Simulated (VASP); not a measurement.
# HfC (Fm-3m) in VASP: a series of runs, part 2 of 2

VASP 6.6.1. Earlier steps stand in the parts before.

**5. Single point, LDA**

Contents of INCAR:

```
SYSTEM = HfC
ALGO     = Normal         ! electronic algorithm
EDIFF    = 1E-6           ! SCF threshold, eV
ENCUT    = 520            ! plane-wave cutoff, eV
ISIF     = 2              ! what is computed and relaxed
ISMEAR   = 0              ! smearing method
LASPH    = .True.         ! aspherical terms in the spheres
LCHARG   = .True.         ! write CHGCAR
LELF     = .True.         ! ELF
LREAL    = .False.        ! projectors in reciprocal space
LVHAR    = .True.       
LWAVE    = .False.        ! write WAVECAR
NBANDS   = 14             ! bands
NELM     = 80             ! most SCF steps
PREC     = Accurate       ! precision mode
SIGMA    = 0.1            ! smearing width, eV
```

Contents of KPOINTS:

```
k-points
0
Gamma
  16 16 16
  0 0 0
```

Contents of POSCAR:

```
HfC
1.0
    0.0000000000      2.2863544598      2.2863544598
    2.2863544598      0.0000000000      2.2863544598
    2.2863544598      2.2863544598      0.0000000000
Hf C
1 1
Direct
    0.5000000000      0.5000000000      0.5000000000
    0.0000000000      0.0000000000      0.0000000000
```

Potentials or basis: VASP PAW LDA potentials, release 64 (Hf_pv, C).

Launch:

```console
> cat potpaw_LDA.64/Hf_pv/POTCAR potpaw_LDA.64/C/POTCAR > POTCAR
> mpirun -np 1 vasp_std > vasp.out
```

OUTCAR:

```text
SYSTEM = HfC
   EDIFF = 1E-6
   ENCUT = 520
   ISIF = 2
   ISMEAR = 0
   LASPH = .True.
   LREAL = .False.
   NELM = 80
   PREC = Accurate

 ion  position               nearest neighbor table
   1  0.500  0.500  0.500-   2 2.29   2 2.29   2 2.29   2 2.29   2 2.29   2 2.29
   2  0.000  0.000  0.000-   1 2.29   1 2.29   1 2.29   1 2.29   1 2.29   1 2.29

  LATTYP: Found a face centered cubic cell.
 ALAT       =     4.5727089196

  Lattice vectors:

 A1 = (   0.0000000000,   2.2863544598,   2.2863544598)
[... 593 lines left out ...]

------------------------ aborting loop because EDIFF is reached ----------------------------------------

  FORCE on cell =-STRESS in cart. coord.  units (eV):
  Direction    XX          YY          ZZ          XY          YZ          ZX
  --------------------------------------------------------------------------------------
  -------------------------------------------------------------------------------------
  Total        0.0936243      0.0936243      0.0936243      0.0000000      0.0000000     -0.0000000
  in kB        6.2753572      6.2753572      6.2753572      0.0000000      0.0000000     -0.0000000
  external PRESSURE =       6.2753572 kB  Pullay stress =       0.0000000 kB

 VOLUME and BASIS-vectors are now :
 -----------------------------------------------------------------------------
  energy-cutoff  :      520.00
  volume of cell :       23.90
      direct lattice vectors                 reciprocal lattice vectors
     0.000000000  2.286354460  2.286354460    -0.218688750  0.218688750  0.218688750
     2.286354460  0.000000000  2.286354460     0.218688750 -0.218688750  0.218688750
     2.286354460  2.286354460  0.000000000     0.218688750  0.218688750 -0.218688750

 POSITION                                       TOTAL-FORCE (eV/Angst)
 -----------------------------------------------------------------------------------
      2.28635      2.28635      2.28635        -0.000000      0.000000     -0.000000
      0.00000      0.00000      0.00000         0.000000     -0.000000      0.000000
 -----------------------------------------------------------------------------------
    total drift:                                0.000000     -0.000000      0.000000

  FREE ENERGIE OF THE ION-ELECTRON SYSTEM (eV)
  ---------------------------------------------------
  free  energy   TOTEN  =       -22.8945724876 eV

  energy  without entropy=      -22.8923712508  energy(sigma->0) =      -22.89347187
```

stdout:

```text
POSCAR found type information on POSCAR HfC
 POSCAR found :  2 types and       2 ions
 scaLAPACK will be used
 LDA part: xc-table for (Slater(with rela. corr.)+CA(PZ))
 , standard interpolation
 POSCAR, INCAR and KPOINTS ok, starting setup
 FFT: planning ... GRIDC
 FFT: planning ... GRID_SOFT
 FFT: planning ... GRID
 WAVECAR not read
 entering main loop
```

Wall time 43 s (1 thread of Intel Xeon 8259CL, shared host); peak memory 0.17 GiB.

What came out:

- Free energy: -22.8946 eV
- Pressure: 0.6 GPa
- Band gap on the k mesh: zero (band 7 reaches 7.30 eV, above the bottom of band 8 at 5.84 eV)

Levels at points of the mesh, in eV from the Fermi level:
```
           k point  band 3  band 4  band 5  band 6  band 7  band 8  band 9  band 10  band 11  band 12
(0.00, 0.00, 0.00)  -29.14  -12.38    1.07    1.07    1.07    1.33    1.33     1.33     3.50     3.50
(0.50, 0.00, 0.00)  -29.22   -8.23   -6.34   -3.15   -3.15    5.52    5.52     6.04     6.91    12.01
(0.50, 0.50, 0.00)  -29.43  -10.44   -2.41   -1.99    0.03    0.03    5.56     7.05     7.05     9.05
```

Caveat: spin-orbit coupling is left out, which moves the levels of the heavy elements.

**6. Relaxation of cell and atoms, LDA**

Contents of INCAR:

```
SYSTEM = HfC
ALGO     = Normal         ! electronic algorithm
EDIFF    = 1E-6           ! SCF threshold, eV
EDIFFG   = -0.005         ! ionic threshold
ENCUT    = 600            ! plane-wave cutoff, eV
GGA      = CA             ! functional
IBRION   = 2              ! ionic algorithm
ISIF     = 3              ! what is computed and relaxed
ISMEAR   = 0              ! smearing method
LASPH    = .True.         ! aspherical terms in the spheres
LCHARG   = .False.        ! write CHGCAR
LREAL    = .False.        ! projectors in reciprocal space
LWAVE    = .False.        ! write WAVECAR
NELM     = 100            ! most SCF steps
NSW      = 100            ! ionic steps
PREC     = Accurate       ! precision mode
SIGMA    = 0.1            ! smearing width, eV
```

KPOINTS is that of step 5.

Contents of POSCAR:

```
HfC
1.0
    0.0000000000      2.2867260130      2.2867260130
    2.2867260130      0.0000000000      2.2867260130
    2.2867260130      2.2867260130      0.0000000000
Hf C
1 1
Direct
    0.5000000000      0.5000000000      0.5000000000
    0.0000000000      0.0000000000      0.0000000000
```

Potentials or basis: VASP PAW LDA potentials, release 64 (Hf_pv, C).

Launch:

```console
> cat potpaw_LDA.64/Hf_pv/POTCAR potpaw_LDA.64/C/POTCAR > POTCAR
> mpirun -np 1 vasp_std > vasp.out
```

OUTCAR:

```text
SYSTEM = HfC
   EDIFF = 1E-6
   EDIFFG = -0.005
   ENCUT = 600
   GGA = CA
   IBRION = 2
   ISIF = 3
   ISMEAR = 0
   LASPH = .True.
   LREAL = .False.
   NELM = 100
   NSW = 100
   PREC = Accurate

 ion  position               nearest neighbor table
   1  0.500  0.500  0.500-   2 2.29   2 2.29   2 2.29   2 2.29   2 2.29   2 2.29
   2  0.000  0.000  0.000-   1 2.29   1 2.29   1 2.29   1 2.29   1 2.29   1 2.29

  LATTYP: Found a face centered cubic cell.
 ALAT       =     4.5734520260

  Lattice vectors:

 A1 = (   0.0000000000,   2.2867260130,   2.2867260130)
 A2 = (   2.2867260130,   0.0000000000,   2.2867260130)
 A3 = (   2.2867260130,   2.2867260130,   0.0000000000)

Analysis of symmetry for initial positions (statically):
=====================================================================
[... 267 lines left out ...]
      3     -22.9354      2.00000
      4      -6.1511      2.00000
      5       7.2845      0.00000
      6       7.2845      0.00000
      7       7.2845      0.00000
      8       7.5479      0.00000
      9       7.5479      0.00000
     10       7.5479      0.00000
     11       9.7073      0.00000
[... 309 lines left out ...]
 k-point    24 :      -0.0625    0.0625    0.0000
  band No.  band energies     occupation
      1     -23.0167      2.00000
      2     -22.9575      2.00000
      3     -22.9375      2.00000
      4      -5.8677      2.00000
      5       5.8336      2.00000
      6       6.1213      1.81880
      7       6.2209      0.94296
      8       7.7173      0.00000
      9       8.4370      0.00000
     10       8.4558      0.00000
     11      10.3568      0.00000

 [... further k-points ...]

------------------------ aborting loop because EDIFF is reached ----------------------------------------

  FORCE on cell =-STRESS in cart. coord.  units (eV):
  Direction    XX          YY          ZZ          XY          YZ          ZX
  --------------------------------------------------------------------------------------
  -------------------------------------------------------------------------------------
  Total        0.0056562      0.0056562      0.0056562      0.0000000     -0.0000000      0.0000000
  in kB        0.3783503      0.3783503      0.3783503      0.0000000     -0.0000000      0.0000000
  external PRESSURE =       0.3783503 kB  Pullay stress =       0.0000000 kB
[... 17 lines left out ...]
  FREE ENERGIE OF THE ION-ELECTRON SYSTEM (eV)
  ---------------------------------------------------
  free  energy   TOTEN  =       -22.8960876734 eV

  energy  without entropy=      -22.8938777635  energy(sigma->0) =      -22.89498272

 reached required accuracy - stopping structural energy minimisation
```

OSZICAR:

```text
N       E                     dE             d eps       ncg     rms          rms(c)
DAV:   1     0.236256235200E+02    0.23626E+02   -0.88916E+03  3190   0.141E+03
DAV:   2    -0.241346887924E+02   -0.47760E+02   -0.44809E+02  4110   0.229E+02
[... 19 lines left out ...]
   2 F= -.22895922E+02 E0= -.22894811E+02  d E =0.116822E-03
       N       E                     dE             d eps       ncg     rms          rms(c)
DAV:   1    -0.228964341065E+02   -0.51199E-03   -0.99413E-03  3193   0.981E-01    0.312E-01
DAV:   2    -0.228961814727E+02    0.25263E-03   -0.32786E-04  3214   0.186E-01    0.168E-01
DAV:   3    -0.228960867757E+02    0.94697E-04   -0.29177E-04  3265   0.158E-01    0.110E-01
DAV:   4    -0.228960876734E+02   -0.89774E-06   -0.41167E-06  3869   0.208E-02
   3 F= -.22896088E+02 E0= -.22894983E+02  d E =-.490293E-04
```

CONTCAR:

```text
HfC
   1.00000000000000
     0.0000000000000000    2.2878981967404064    2.2878981967404064
     2.2878981967404064    0.0000000000000000    2.2878981967404064
     2.2878981967404064    2.2878981967404064    0.0000000000000000
  Hf              C
     1     1
Direct
     0.5000000000000000    0.5000000000000000    0.5000000000000000
     0.0000000000000000    0.0000000000000000    0.0000000000000000

  0.00000000E+00  0.00000000E+00  0.00000000E+00
  0.00000000E+00  0.00000000E+00  0.00000000E+00
```

Wall time 2 min (1 thread of Intel Xeon 8259CL, shared host); peak memory 0.19 GiB.

What came out:

| Property | Result |
| --- | --- |
| Free energy | -22.8961 eV |
| Relaxed volume | 11.98 Å³/atom |
| Relaxed cell | a = 3.236 Å, b = 3.236 Å, c = 3.236 Å, α = 60.00°, β = 60.00°, γ = 60.00° |
| Space group after relaxing (to 0.05 Å) | Fm-3m (No. 225) |
| Energy gained by relaxing | 0.0 meV/atom |
| Ionic steps | 3 |
| Pressure after relaxing | 0.0 GPa |
| Band gap on the k mesh | zero (band 7 reaches 7.28 eV, above the bottom of band 8 at 5.82 eV) |

Final structure:
```
Hf C
1.0
     0.00000    2.28790    2.28790
     2.28790    0.00000    2.28790
     2.28790    2.28790    0.00000
Hf C
1 1
Direct
  0.50000 0.50000 0.50000
  0.00000 0.00000 0.00000
```

Caveat: spin-orbit coupling is left out, which moves the levels of the heavy elements.

**7. Summary**

```tsv
task	cell	k mesh	cutoff (eV)	smearing	gap on the mesh (eV)	pressure (GPa)
single point	a = 3.233 Å, angles 60.0°, 2 atoms	16 × 16 × 16	600	gaussian 0.1 eV	none	0.5
single point	a = 3.233, b = 3.233, c = 5.600 Å, angles 73.2, 73.2, 60.0°, 4 atoms	12 × 12 × 12	600	gaussian 0.15 eV	none	0.6
single point	a = 3.233 Å, angles 60.0°, 2 atoms	12 × 12 × 12	520	gaussian 0.15 eV	none	0.7
single point	a = 3.233 Å, angles 60.0°, 2 atoms	16 × 16 × 16	520	gaussian 0.1 eV	none	0.6
relaxation of cell and atoms	relaxed from a = 3.234 Å, angles 60.0°, 2 atoms	16 × 16 × 16	600	gaussian 0.1 eV	none	0.0
```

Alike in all rows: level LDA; potentials or basis VASP PAW LDA potentials, release 64 (Hf_pv, C); no spin polarisation.

Every run on the cell as given and a fine mesh finds a metal.

Caveats: spin-orbit coupling is left out, which moves the levels of the heavy elements.

Absolute energies hang on the potentials; compare differences alone.
